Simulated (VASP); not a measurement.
Set up this calculation in VASP 6.6.1, as the native input.

```
Task                   : single point
Functional             : PBE
Potentials or basis    : VASP PAW PBE potentials, release 64 (Ga_d, Sb)
Cutoff                 : 500 eV
k mesh                 : 12 × 12 × 12
Occupations            : gaussian, width 0.15 eV
Spin                   : no spin polarisation
Dipole correction      : no
Further INCAR settings : ALGO = Normal; EDIFF = 1e-06; NBANDS = 16
```

The structure of GaSb lies in POSCAR:

```
GaSb
1.0
    0.0000000000      2.7653703121      3.2780513251
    3.2780513251      0.0000000000      3.2780513251
    3.2780513251      2.7653703121      0.0000000000
Ga Sb
1 1
Direct
    0.0000000000      0.0000000000      0.0000000000
    0.7500000000      0.7500000000      0.7500000000
```

This cell differs from its parent crystal: strain +e along x and -e along y +0.0000, strain +e along z and -e/2 along x and y -0.1100.

These files were run (other wordings do the same):

INCAR

```
PREC = Accurate ; ENCUT = 500
EDIFF = 1E-6 ; ISMEAR = 0
SIGMA = 0.15 ; LREAL = F
LASPH = T ; NELM = 120
ALGO = Normal ; ISIF = 2
LWAVE = F ; LCHARG = T
GGA = PE ; LELF = T
LVHAR = T ; NBANDS = 16
GGA_COMPAT = F
```

KPOINTS

```
regular mesh
0
Gamma
  12 12 12
```

Potentials or basis: VASP PAW PBE potentials, release 64 (Ga_d, Sb).

Launch:

```bash
$ cat potpaw_PBE.64/Ga_d/POTCAR potpaw_PBE.64/Sb/POTCAR > POTCAR
$ mpirun -np 1 vasp_std > vasp.out
```

It gave:

```
Pressure               : 0.2 GPa
Band gap on the k mesh : zero (bands 9 and 10 overlap by 0.09 eV)
```

Caveat: the cell differs from its parent crystal (strain +e along x and -e along y +0.0000, strain +e along z and -e/2 along x and y -0.1100); semilocal functionals underestimate gaps, and a narrow one can read as zero; spin-orbit coupling is left out, which moves the levels of the heavy elements.

Wall time 54 s on 1 thread of Intel(R) Xeon(R) 6975P-C (Granite Rapids) (shared host), peak memory 0.29 GiB.
